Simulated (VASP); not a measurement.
## Cd: single point with r2SCAN

Cd:

```xyz
2
Lattice="2.9509 0.0000 0.0000 -1.4755 2.5556 0.0000 0.0000 0.0000 5.8839" Properties=species:S:1:pos:R:3 pbc="T T T"
Cd    0.0000    1.7037    1.4710
Cd    1.4755    0.8519    4.4129
```

```json
{
  "Program": "VASP 6.6.1",
  "Task": "single point",
  "Functional": "r2SCAN",
  "Potentials or basis": "VASP PAW PBE potentials, release 64 (Cd)",
  "Cutoff": "520 eV",
  "k mesh": "12 × 12 × 6",
  "Occupations": "fermi-dirac, width 0.1 eV",
  "Spin": "no spin polarisation",
  "Dipole correction": "no",
  "Further INCAR settings": "ALGO = Normal; EDIFF = 1e-06; NBANDS = 19"
}
```

```json
{
 "Pressure": "0.4 GPa",
 "Band gap on the k mesh": "zero (bands 12 and 13 overlap by 4.43 eV)"
}
```

Stress tensor (GPa, compression positive):
```
0.44 0.00 0.00
0.00 0.44 0.00
0.00 0.00 0.18
```

Levels at points of the mesh, in eV from the Fermi level:
```tsv
k point	band 8	band 9	band 10	band 11	band 12	band 13	band 14	band 15	band 16	band 17
(0.00, 0.00, 0.00)	-9.07	-8.96	-8.89	-8.89	-3.79	-3.10	9.38	13.92	15.50	16.36
(0.50, 0.00, 0.00)	-8.92	-8.54	-8.53	-2.19	-1.61	1.78	3.06	3.27	5.41	9.42
(0.00, 0.00, 0.50)	-8.97	-8.97	-8.97	-7.56	-7.56	2.96	2.96	15.81	15.81	17.26
(0.50, 0.00, 0.50)	-8.93	-8.53	-8.53	-1.48	-1.48	0.35	0.35	7.87	7.87	10.90
```

Wall time 4.2 min on 1 thread of Intel Xeon 8259CL (shared host), peak memory 0.2 GiB.

Caveat: the PAW data sets were made with another functional, which shifts forces and pressure a little.
